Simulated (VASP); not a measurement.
# SiC (P3_221) in VASP: notebook, part 2 of 2

VASP 6.6.1. The steps go on from the part before.

## Step 3: Single point, PBE

File INCAR:

```
SYSTEM = SiC
PREC = Accurate
ENCUT = 520
EDIFF = 1E-7
ISMEAR = 0
SIGMA = 0.02
LREAL = .False.
LASPH = .True.
NELM = 100
ALGO = Normal
ISIF = 2
LWAVE = .False.
LCHARG = .True.
GGA = PE
LELF = .True.
LVHAR = .True.
NBANDS = 21
```

File KPOINTS:

```
Automatic mesh
0
Gamma
  6 6 10
  0 0 0
```

File POSCAR:

```
SiC
1.0
    4.9139411842      0.0000000000      0.0000000000
   -2.4569705921      4.2555978982      0.0000000000
    0.0000000000      0.0000000000      2.9952126677
Si C
3 3
Direct
    0.6147602161      0.0000000000      0.6666666667
    0.0000000000      0.6147602161      0.3333333333
    0.3852397839      0.3852397839      0.0000000000
    0.3722391761      0.0000000000      0.1666666667
    0.0000000000      0.3722391761      0.8333333333
    0.6277608239      0.6277608239      0.5000000000
```

Potentials or basis: VASP PAW PBE potentials, release 64 (Si, C).

Started as:

```
$ cat potpaw_PBE.64/Si/POTCAR potpaw_PBE.64/C/POTCAR > POTCAR
$ mpirun -np 1 vasp_std > vasp.out
```

OUTCAR:

```text
SYSTEM = SiC
   PREC = Accurate
   ENCUT = 520
   EDIFF = 1E-7
   ISMEAR = 0
   LREAL = .False.
   LASPH = .True.
   NELM = 100
   ISIF = 2
   GGA = PE

 ion  position               nearest neighbor table
   1  0.615  0.000  0.667-   4 1.91   4 1.91   5 1.93   6 1.93   3 2.83   3 2.83   2 2.83   2 2.83

   2  0.000  0.615  0.333-   5 1.91   5 1.91   4 1.93   6 1.93   3 2.83   3 2.83   1 2.83   1 2.83

   3  0.385  0.385  0.000-   6 1.91   6 1.91   4 1.93   5 1.93   1 2.83   1 2.83   2 2.83   2 2.83

   4  0.372  0.000  0.167-   1 1.91   1 1.91   2 1.93   3 1.93
   5  0.000  0.372  0.833-   2 1.91   2 1.91   1 1.93   3 1.93
   6  0.628  0.628  0.500-   3 1.91   3 1.91   1 1.93   2 1.93

  LATTYP: Found a hexagonal cell.
 ALAT       =     4.9139411842
 C/A-ratio  =     0.6095336829

  Lattice vectors:

 A1 = (   4.9139411842,   0.0000000000,   0.0000000000)
 A2 = (  -2.4569705921,   4.2555978982,   0.0000000000)
 A3 = (   0.0000000000,   0.0000000000,   2.9952126677)

Analysis of symmetry for initial positions (statically):
=====================================================================
 Subroutine PRICEL returns:
 Original cell was already a primitive cell.

 Routine SETGRP: Setting up the symmetry group for a
 hexagonal supercell.

 Subroutine GETGRP returns: Found  6 space group operations
 (whereof  2 operations were pure point group operations)
 out of a pool of 24 trial point group operations.

The static configuration has the point symmetry C_2 .
 The point group associated with its full space group is D_3 .

Analysis of symmetry for dynamics (positions and initial velocities):
=====================================================================
 Subroutine PRICEL returns:
 Original cell was already a primitive cell.

 Routine SETGRP: Setting up the symmetry group for a
 hexagonal supercell.

[... 128 lines left out ...]
   ISMEAR =     0;   SIGMA  =   0.02  broadening in eV -4-tet -1-fermi 0-gaus
   EFERMI_NEDOS =   21; number of points for ismear=-14 and -15
   IALGO  =     38    algorithm
   IMIX   =      4    mixing-type and parameters
     AMIX     =   0.40;   BMIX     =  1.00
     AMIX_MAG =   1.60;   BMIX_MAG =  1.00
  volume/ion in A,a.u.               =      10.44        70.45
  Fermi-wavevector in a.u.,A,eV,Ry     =   1.189066  2.247008 19.236967  1.413877
  Thomas-Fermi vector in A             =   2.325181
   LORBIT       =      0    0 simple, 1 ext, 2 COOP (PROOUT), +10 PAW based schemes
   GGA     = PE    functional components
   LHFCALC =     F    Hartree Fock is set to
   AEXX    =    0.0000 exact exchange contribution
   IVDW    =     0    specifies the selected vdW correction
   LEPSILON=     F    determine dielectric tensor
   LRPA    =     F    only Hartree local field effects (RPA)
 non-spin polarized calculation
 Gauss-broadening in eV      SIGMA  =   0.02
  energy-cutoff  :      520.00
  volume of cell :       62.64
 maximum number of plane-waves:      1704
 NGX is ok and might be reduce to    40
   NGX = 19   NGY = 19   NGZ = 11

 number of electron      24.0000003 magnetization

 Free energy of the ion-electron system (eV)
  ---------------------------------------------------
  ext. energy  EPLUGINS =         0.00000000
  ---------------------------------------------------
  free energy    TOTEN  =       -42.98619003 eV

  energy without entropy =      -42.98619003  energy(sigma->0) =      -42.98619003

 E-fermi :   8.4493     XC(G=0): -11.3510

 val. band max:        8.3310771634   @ k =   0.0000   0.0000   0.0000
 cond. band min:       9.5369231208   @ k =   0.0000   0.0000   0.4000
 fundamental gap:      1.2058459574
 Fermi energy:         8.4492686637

 k-point     1 :       0.0000    0.0000    0.0000
  band No.  band energies     occupation
      1      -7.4792      2.00000
      2      -2.5703      2.00000
      3      -2.5703      2.00000
      4       0.5698      2.00000
      5       0.6956      2.00000
      6       0.6956      2.00000
[... 565 lines left out ...]
     20      16.7285      0.00000
     21      17.3223      0.00000

 [... further k-points ...]
[... 5 lines left out ...]
  --------------------------------------------------------------------------------------
  -------------------------------------------------------------------------------------
  Total       -0.0124126     -0.0124126      0.0306717      0.0000000      0.0000000      0.0000000
  in kB       -0.3175087     -0.3175087      0.7845675      0.0000000      0.0000000      0.0000000
  external PRESSURE =       0.0498500 kB  Pullay stress =       0.0000000 kB

 VOLUME and BASIS-vectors are now :
 -----------------------------------------------------------------------------
  energy-cutoff  :      520.00
  volume of cell :       62.64
      direct lattice vectors                 reciprocal lattice vectors
     4.913941184  0.000000000  0.000000000     0.203502639  0.117492304  0.000000000
    -2.456970592  4.255597898  0.000000000     0.000000000  0.234984607  0.000000000
     0.000000000  0.000000000  2.995212668     0.000000000  0.000000000  0.333866109

 POSITION                                       TOTAL-FORCE (eV/Angst)
 -----------------------------------------------------------------------------------
      3.02090      0.00000      1.99681         0.000533      0.000000     -0.000000
     -1.51045      2.61617      0.99840        -0.000267      0.000462      0.000000
      0.94652      1.63943      0.00000        -0.000267     -0.000462     -0.000000
      1.82916      0.00000      0.49920        -0.004605      0.000000     -0.000000
     -0.91458      1.58410      2.49601         0.002302     -0.003988     -0.000000
      1.54239      2.67150      1.49761         0.002302      0.003988      0.000000
 -----------------------------------------------------------------------------------
    total drift:                               -0.000000     -0.000000     -0.000000

  FREE ENERGIE OF THE ION-ELECTRON SYSTEM (eV)
  ---------------------------------------------------
  free  energy   TOTEN  =       -42.9861900317 eV

  energy  without entropy=      -42.9861900317  energy(sigma->0) =      -42.98619003
```

Wall time 68 s (1 thread of Intel Xeon 6975P-C (Granite Rapids), shared host); peak memory 0.21 GiB.

What came out:

```
Free energy            : -42.9862 eV
Pressure               : 0.0 GPa
Largest force          : 0.005 eV/Å
Band gap on the k mesh : 1.21 eV, indirect (least direct gap 2.98 eV)
```

Forces in eV/Å, atoms in the order of the input:
```
Si   0.001  0.000  0.000
Si   0.000  0.000  0.000
Si   0.000  0.000  0.000
C   -0.005  0.000  0.000
C    0.002 -0.004  0.000
C    0.002  0.004  0.000
```

Stress tensor (GPa, compression positive):
```
-0.03  0.00  0.00
 0.00 -0.03  0.00
 0.00  0.00  0.08
```

Levels at points of the mesh, in eV from the valence-band top:
```
           k point  band 8  band 9  band 10  band 11  band 12  band 13  band 14  band 15  band 16  band 17
(0.00, 0.00, 0.00)   -2.00   -2.00     0.00     0.00     0.00     5.22     5.25     5.25     6.47     6.60
(0.50, 0.00, 0.00)   -2.89   -2.04    -1.32    -0.68    -0.48     3.26     4.59     4.92     5.27     5.90
(0.00, 0.00, 0.50)   -4.74   -4.36    -4.11    -3.49    -3.49     1.42     1.42     6.61     6.65     6.65
(0.50, 0.00, 0.50)   -5.14   -2.23    -2.18    -1.58    -1.07     2.71     3.44     4.19     4.52     5.15
```

A k mesh can miss the band edges. PBE gaps usually lie below the measured ones, often by a third to a half.

## Step 4: Relaxation of cell and atoms, PBE

This run uses another cell than the first one, of 8.94 Å³/atom, 0.856 times its volume.

File INCAR:

```
  PREC = Accurate
  ENCUT = 600
  EDIFF = 1E-7
  ISMEAR = 0
  SIGMA = 0.1
  LREAL = F
  LASPH = T
  NELM = 80
  ALGO = Normal
  ISIF = 3
  LWAVE = F
  LCHARG = F
  GGA = PE
  IBRION = 2
  NSW = 90
  EDIFFG = -0.04
```

File KPOINTS:

```
regular mesh
0
Gamma
  6 6 6
```

File POSCAR:

```
SiC
1.0
    4.7174867400      0.0000000000      0.0000000000
   -2.3587433700      4.0854633600      0.0000000000
    0.0000000000      0.0000000000      2.7821032200
Si C
3 3
Direct
    0.6226507000      0.0000000000      0.6666666700
    0.0000000000      0.6226507000      0.3333333300
    0.3773493000      0.3773493000      0.0000000000
    0.3773493000      0.0000000000      0.1666666700
    0.0000000000      0.3773493000      0.8333333300
    0.6226507000      0.6226507000      0.5000000000
```

Started as:

```
$ cat potpaw_PBE.64/Si/POTCAR potpaw_PBE.64/C/POTCAR > POTCAR
$ mpirun -np 1 vasp_std > vasp.out
```

Run time: 3.4 min. Hardware: 1 thread of Intel Xeon 6975P-C (Granite Rapids), shared host; peak memory 0.2 GiB.

Results (log left out):

```
Free energy                            : -42.9796 eV
Relaxed volume                         : 10.44 Å³/atom
Relaxed cell                           : a = 4.912 Å, b = 4.912 Å, c = 2.997 Å, α = 90.00°, β = 90.00°, γ = 120.00°
Space group after relaxing (to 0.05 Å) : P3_221 (No. 154)
Energy gained by relaxing              : 202.1 meV/atom
Ionic steps                            : 10
Pressure after relaxing                : 0.0 GPa
Largest force after relaxing           : 0.008 eV/Å
Band gap on the k mesh                 : 1.42 eV, indirect (least direct gap 3.02 eV)
```

Forces in eV/Å, atoms in the order of the input:
```
Si  -0.008  0.000  0.000
Si   0.004 -0.007  0.000
Si   0.004  0.007  0.000
C   -0.001  0.000  0.000
C    0.001 -0.001  0.000
C    0.001  0.001  0.000
```

Stress tensor (GPa, compression positive):
```
 0.02  0.00  0.00
 0.00  0.02  0.00
 0.00  0.00 -0.16
```

Step by step:
| step | energy change (eV) | largest force (eV/Å) | pressure (GPa) | volume (Å³) |
| --- | --- | --- | --- | --- |
| 1 | 0.0000 | 1.3542 | 43.98 | 53.62 |
| 2 | 0.2217 | 1.2911 | -26.38 | 74.92 |
| 3 | -1.1457 | 0.9102 | -0.75 | 62.55 |
| 4 | -1.1473 | 0.8927 | 0.25 | 62.25 |
| 5 | -1.1473 | 0.8815 | 0.87 | 62.07 |
| 6 | -1.2100 | 0.1165 | -0.42 | 62.80 |
| 7 | -1.2100 | 0.1227 | -0.43 | 62.81 |
| 8 | -1.2119 | 0.0471 | 0.16 | 62.60 |
| 9 | -1.2119 | 0.0435 | 0.19 | 62.59 |
| 10 | -1.2124 | 0.0081 | -0.04 | 62.64 |

Final structure:
```
Si C
1.0
     4.91236    0.00000    0.00000
    -2.45618    4.25423    0.00000
     0.00000    0.00000    2.99734
Si C
3 3
Cartesian
  3.0202 0.0000 1.9982
  -1.5101 2.6156 0.9991
  0.9461 1.6386 0.0000
  1.8291 0.0000 0.4996
  3.9978 1.5840 2.4978
  1.5417 2.6702 1.4987
```

Levels at points of the mesh, in eV from the valence-band top:
```
           k point  band 10  band 11  band 12  band 13  band 14  band 15
(0.00, 0.00, 0.00)    -0.01     0.00     0.00     5.22     5.24     5.24
(0.50, 0.00, 0.00)    -1.32    -0.69    -0.48     3.26     4.59     4.91
(0.00, 0.00, 0.50)    -4.10    -3.49    -3.49     1.42     1.42     6.61
(0.50, 0.00, 0.50)    -2.17    -1.57    -1.06     2.72     3.44     4.20
```

Caveat: the volume moved by over 15 % at a fixed basis, so the end points are rough.
